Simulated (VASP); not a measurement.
# Sb (P-1) in VASP: single point with PBE

Aim: the single point of Sb with PBE.

Everything below comes from runs of VASP 6.6.1. Logs are shortened: lines on timing, memory, paths and dates and some standing lists are left out, and cuts for length are marked.

## (1) The cell of the first run

The typed cell holds 2 atoms: a = 3.370 Å, b = 3.413 Å, c = 5.331 Å, α = 90.62°, β = 91.71°, γ = 121.27°.

## (2) Single point, PBE (equal xy, yz and zx shear strains of -3 %)

INCAR reads:

```
SYSTEM = Sb
PREC     = Accurate       ! precision mode
ENCUT    = 520            ! plane-wave cutoff, eV
EDIFF    = 1E-6           ! SCF threshold, eV
ISMEAR   = -1             ! smearing method
SIGMA    = 0.05           ! smearing width, eV
LREAL    = .False.        ! projectors in reciprocal space
LASPH    = .True.         ! aspherical terms in the spheres
NELM     = 60             ! most SCF steps
ALGO     = Normal         ! electronic algorithm
ISIF     = 2              ! what is computed and relaxed
LWAVE    = .False.        ! write WAVECAR
LCHARG   = .True.         ! write CHGCAR
GGA      = PE             ! functional
LELF     = .True.         ! ELF
LVHAR    = .True.       
NBANDS   = 12             ! bands
```

KPOINTS reads:

```
Automatic mesh
0
Gamma
  12 12 7
  0 0 0
```

POSCAR reads:

```
Sb
1.0
    3.3690001795     -0.0505350027     -0.0505350027
   -1.7282646859      2.9429072422     -0.0184970948
   -0.0799500000     -0.0799500000      5.3300000000
Sb
2
Direct
    0.3333333333      0.6666666667      0.2500000000
    0.6666666667      0.3333333333      0.7500000000
```

Potentials or basis: VASP PAW PBE potentials, release 64 (Sb).

The run is started by

```sh
cat potpaw_PBE.64/Sb/POTCAR > POTCAR
mpirun -np 1 vasp_std > vasp.out
```

OUTCAR:

```text
SYSTEM = Sb
   PREC = Accurate
   ENCUT = 520
   EDIFF = 1E-6
   ISMEAR = -1
   LREAL = .False.
   LASPH = .True.
   NELM = 60
   ISIF = 2
   GGA = PE

 ion  position               nearest neighbor table
   1  0.333  0.667  0.250-   2 3.22   2 3.25   2 3.30   2 3.33   2 3.35   2 3.35
   2  0.667  0.333  0.750-   1 3.22   1 3.25   1 3.30   1 3.33   1 3.35   1 3.35

  LATTYP: Found a triclinic cell.
 ALAT       =     3.4129084376
 B/A-ratio  =     2.3502529587
 C/A-ratio  =     0.9873567313
 COS(alpha) =     0.0018751953
 COS(beta)  =     0.5191268021
 COS(gamma) =     0.6400323490

  Lattice vectors:

 A1 = (  -1.7282646859,   2.9429072422,  -0.0184970948)
 A2 = (  -0.0075791923,   5.9152294817,  -5.4175291923)
 A3 = (  -3.3690001795,   0.0505350027,   0.0505350027)

Analysis of symmetry for initial positions (statically):
=====================================================================
 Subroutine PRICEL returns:
 Original cell was already a primitive cell.

 Routine SETGRP: Setting up the symmetry group for a
 triclinic supercell.

 Subroutine GETGRP returns: Found  2 space group operations
 (whereof  2 operations were pure point group operations)
 out of a pool of  2 trial point group operations.

The static configuration has the point symmetry S_2 .

Analysis of symmetry for dynamics (positions and initial velocities):
=====================================================================
 Subroutine PRICEL returns:
 Original cell was already a primitive cell.

 Routine SETGRP: Setting up the symmetry group for a
 triclinic supercell.

 Subroutine GETGRP returns: Found  2 space group operations
 (whereof  2 operations were pure point group operations)
 out of a pool of  2 trial point group operations.

The dynamic configuration has the point symmetry S_2 .

 Subroutine INISYM returns: Found  2 space group operations
 (whereof  2 operations are pure point group operations),
 and found     1 'primitive' translations

----------------------------------------------------------------------------------------

                                     Primitive cell

  volume of cell :      52.3557

  direct lattice vectors                    reciprocal lattice vectors
     3.369000179 -0.050535003 -0.050535003     0.299570544  0.175971953  0.007133137
    -1.728264686  2.942907242 -0.018497095     0.005221819  0.342899450  0.005221819
    -0.079950000 -0.079950000  5.330000000     0.002858422  0.002858422  0.187703013

  length of vectors
     3.369758119  3.412908438  5.331199115     0.347504706  0.342978961  0.187746538

  position of ions in fractional coordinates (direct lattice)
     0.333333333  0.666666667  0.250000000
     0.666666667  0.333333333  0.750000000

  ion indices of the primitive-cell ions
   primitive index   ion index
                 1           1
                 2           2

----------------------------------------------------------------------------------------

 KPOINTS: Automatic mesh

Automatic generation of k-mesh.
 Grid dimensions read from file:
 generate k-points for:   12   12    7

 Generating k-lattice:

  Cartesian coordinates                     Fractional coordinates (reciprocal lattice)
     0.024964212  0.014664329  0.000594428     0.083333333 -0.000000000  0.000000000
     0.000435152  0.028574954  0.000435152     0.000000000  0.083333333  0.000000000
     0.000408346  0.000408346  0.026814716     0.000000000 -0.000000000  0.142857143

  Length of vectors
     0.028958725  0.028581580  0.026820934

  Shift w.r.t. Gamma in fractional coordinates (k-lattice)
     0.000000000  0.000000000  0.000000000

 Subroutine IBZKPT returns following result:
 ===========================================

 Found    506 irreducible k-points:

 Following reciprocal coordinates:
            Coordinates               Weight
  0.000000  0.000000  0.000000      1.000000
  0.083333  0.000000  0.000000      2.000000
  0.166667  0.000000  0.000000      2.000000
  0.250000  0.000000  0.000000      2.000000
  0.333333  0.000000  0.000000      2.000000
  0.416667  0.000000  0.000000      2.000000
[... 16 lines left out ...]
  0.250000  0.166667  0.000000      2.000000
  0.333333  0.166667  0.000000      2.000000
 [... further k-points ...]
   k-points           NKPTS =    506   k-points in BZ     NKDIM =    506   number of bands    NBANDS=     12
   number of dos      NEDOS =    301   number of ions     NIONS =      2
   total plane-waves  NPLWV =  31360
   dimension x,y,z NGX =    28 NGY =   28 NGZ =   40
   dimension x,y,z NGXF=    56 NGYF=   56 NGZF=   80
   ions per type =               2
   NGX,Y,Z   is equivalent  to a cutoff of  13.81, 13.64, 12.47 a.u.
   NGXF,Y,Z  is equivalent  to a cutoff of  27.63, 27.28, 24.95 a.u.
 SYSTEM =  Sb
   PREC   = accura    normal or accurate (medium, high low for compatibility)
   ISTART =      0    job   : 0-new  1-cont  2-samecut
   ICHARG =      2    charge: 1-file 2-atom 10-const
   ISPIN  =      1    spin polarized calculation?
   LNONCOLLINEAR =      F non collinear calculations
   LSORBIT =      F    spin-orbit coupling
   LASPH  =      T    aspherical Exc in radial PAW
   ENCUT  =  520.0 eV  38.22 Ry    6.18 a.u.   6.27  6.35  9.91*2*pi/ulx,y,z
   NELM   =     60;   NELMIN=  2; NELMDL= -5     # of ELM steps
   EDIFF  = 0.1E-05   stopping-criterion for ELM
   LREAL  =      F    real-space projection
   EDIFFG = 0.1E-04   stopping-criterion for IOM
   NSW    =      0    number of steps for IOM
   IBRION =     -1    ionic relax: 0-MD 1-quasi-New 2-CG
   NFREE  =      0    steps in history (QN), initial steepest desc. (CG)
   ISIF   =      2    stress and relaxation
   ISYM   =      2    0-nonsym 1-usesym 2-fastsym
   POTIM  = 0.5000    time-step for ionic-motion
   TEBEG  =    0.0;   TEEND  =   0.0 temperature during run
   PSTRESS=    0.0 pullay stress
   NELECT =      10.0000    total number of electrons
   NUPDOWN=      -1.0000    fix difference up-down
   EMIN   =  10.00;   EMAX   =-10.00  energy-range for DOS
   EFERMI =   0.00;   METHOD = LEGACY
   ISMEAR =    -1;   SIGMA  =   0.05  broadening in eV -4-tet -1-fermi 0-gaus
   EFERMI_NEDOS =   21; number of points for ismear=-14 and -15
   IALGO  =     38    algorithm
   IMIX   =      4    mixing-type and parameters
     AMIX     =   0.40;   BMIX     =  1.00
     AMIX_MAG =   1.60;   BMIX_MAG =  1.00
  volume/ion in A,a.u.               =      26.18       176.66
  Fermi-wavevector in a.u.,A,eV,Ry     =   0.942801  1.781636 12.093874  0.888875
  Thomas-Fermi vector in A             =   2.070447
   LORBIT       =      0    0 simple, 1 ext, 2 COOP (PROOUT), +10 PAW based schemes
   GGA     = PE    functional components
   LHFCALC =     F    Hartree Fock is set to
   AEXX    =    0.0000 exact exchange contribution
   IVDW    =     0    specifies the selected vdW correction
   LEPSILON=     F    determine dielectric tensor
   LRPA    =     F    only Hartree local field effects (RPA)
 non-spin polarized calculation
  energy-cutoff  :      520.00
  volume of cell :       52.36
 maximum number of plane-waves:      1427
 NGX is ok and might be reduce to    28
   NGX = 13   NGY = 13   NGZ = 19

 number of electron      10.0000000 magnetization

 Free energy of the ion-electron system (eV)
  ---------------------------------------------------
  ext. energy  EPLUGINS =         0.00000000
  ---------------------------------------------------
  free energy    TOTEN  =        -7.70882287 eV

  energy without entropy =       -7.69901142  energy(sigma->0) =       -7.70391715

 E-fermi :   8.9263     XC(G=0): -10.3538

 val. band max:        8.9239583466   @ k =   0.5000   0.4167  -0.0000
 cond. band min:       8.9283939805   @ k =  -0.0000   0.1667   0.0000
 fundamental gap:      0.0044356340
 Fermi energy:         8.9262582271

 k-point     1 :       0.0000    0.0000    0.0000
  band No.  band energies     occupation
      1      -4.2588      2.00000
      2      -0.0170      2.00000
      3       2.9524      2.00000
      4      12.0478      0.00000
      5      12.4270      0.00000
      6      13.8107      0.00000
      7      14.2001      0.00000
      8      14.9931      0.00000
      9      16.3569      0.00000
     10      17.7621      0.00000
     11      18.5160      0.00000
     12      19.0157      0.00000

 k-point     2 :       0.0833    0.0000    0.0000
  band No.  band energies     occupation
      1      -4.1327      2.00000
      2       0.0902      2.00000
      3       3.0863      2.00000
      4      11.2366      0.00000
      5      11.5969      0.00000
      6      13.4177      0.00000
      7      14.0065      0.00000
      8      14.7827      0.00000
      9      16.8428      0.00000
     10      17.4659      0.00000
     11      18.5570      0.00000
     12      19.4086      0.00000

 k-point     3 :       0.1667    0.0000    0.0000
  band No.  band energies     occupation
      1      -3.7557      2.00000
      2       0.4035      2.00000
      3       3.4846      2.00000
      4       9.1381      0.02851
      5      10.7067      0.00000
      6      11.9446      0.00000
      7      13.8441      0.00000
      8      14.0579      0.00000
      9      15.5677      0.00000
     10      18.2346      0.00000
     11      18.4334      0.00000
     12      19.0881      0.00000
[... 286 lines left out ...]
 k-point    23 :       0.2500    0.1667    0.0000
  band No.  band energies     occupation
      1      -1.9178      2.00000
      2       1.5361      2.00000
      3       5.3817      2.00000
      4       5.4922      2.00000
      5       6.6327      2.00000
      6       9.2837      0.00157
      7      10.8572      0.00000
      8      10.9614      0.00000
      9      14.5961      0.00000
     10      16.1288      0.00000
     11      18.7380      0.00000
     12      19.7306      0.00000

 k-point    24 :       0.3333    0.1667    0.0000
  band No.  band energies     occupation
      1      -0.9108      2.00000
      2       1.4064      2.00000
      3       4.7703      2.00000
      4       6.1353      2.00000
      5       6.4769      2.00000
      6       7.8404      2.00000
      7       9.5933      0.00000
      8      10.3855      0.00000
      9      13.9373      0.00000
     10      15.8386      0.00000
     11      19.8482      0.00000
     12      20.2884      0.00000

 [... further k-points ...]

------------------------ aborting loop because EDIFF is reached ----------------------------------------

  FORCE on cell =-STRESS in cart. coord.  units (eV):
  Direction    XX          YY          ZZ          XY          YZ          ZX
  --------------------------------------------------------------------------------------
  -------------------------------------------------------------------------------------
  Total        0.9966258      1.0962183      0.8044082     -0.1213317      0.0827752      0.0687456
  in kB       30.4985363     33.5462442     24.6163329     -3.7129675      2.5330684      2.1037390
  external PRESSURE =      29.5537045 kB  Pullay stress =       0.0000000 kB

 VOLUME and BASIS-vectors are now :
 -----------------------------------------------------------------------------
  energy-cutoff  :      520.00
  volume of cell :       52.36
      direct lattice vectors                 reciprocal lattice vectors
     3.369000179 -0.050535003 -0.050535003     0.299570544  0.175971953  0.007133137
    -1.728264686  2.942907242 -0.018497095     0.005221819  0.342899450  0.005221819
    -0.079950000 -0.079950000  5.330000000     0.002858422  0.002858422  0.187703013

 POSITION                                       TOTAL-FORCE (eV/Angst)
 -----------------------------------------------------------------------------------
     -0.04916      1.92511      1.30332         0.047800     -0.003145     -0.000543
      1.60995      0.88732      3.95764        -0.047800      0.003145      0.000543
 -----------------------------------------------------------------------------------
    total drift:                                0.000000     -0.000000     -0.000000

  FREE ENERGIE OF THE ION-ELECTRON SYSTEM (eV)
  ---------------------------------------------------
  free  energy   TOTEN  =        -7.7088228737 eV

  energy  without entropy=       -7.6990114170  energy(sigma->0) =       -7.70391715
```

Run time: 2.1 min. Hardware: 1 thread of AMD EPYC 9R45 (Zen 5), shared host; peak memory 0.36 GiB.

Results:

- Free energy: -7.7088 eV
- Pressure: 3.0 GPa
- Largest force: 0.048 eV/Å
- Band gap on the k mesh: zero (bands 5 and 6 overlap by 6.71 eV)

Forces in eV/Å, atoms in the order of the input:
```
Sb   0.048 -0.003 -0.001
Sb  -0.048  0.003  0.001
```

Stress tensor (GPa, compression positive):
```
 3.05 -0.37  0.21
-0.37  3.35  0.25
 0.21  0.25  2.46
```

Levels at points of the mesh, in eV from the Fermi level:
```csv
k point,band 3,band 4,band 5,band 6,band 7,band 8
"(0.00, 0.00, 0.00)",-5.97,3.12,3.50,4.88,5.27,6.07
"(0.50, 0.00, 0.00)",-4.23,-3.03,-2.12,-0.20,-0.14,3.47
"(0.00, 0.50, 0.00)",-4.26,-3.01,-2.33,-0.19,0.13,3.74
"(0.50, 0.50, 0.00)",-4.29,-2.95,-2.56,-0.25,0.44,4.01
```

Caveat: the cell differs from its parent crystal (equal xy, yz and zx shear strains of -3 %); spin-orbit coupling is left out, which moves the levels of the heavy elements.
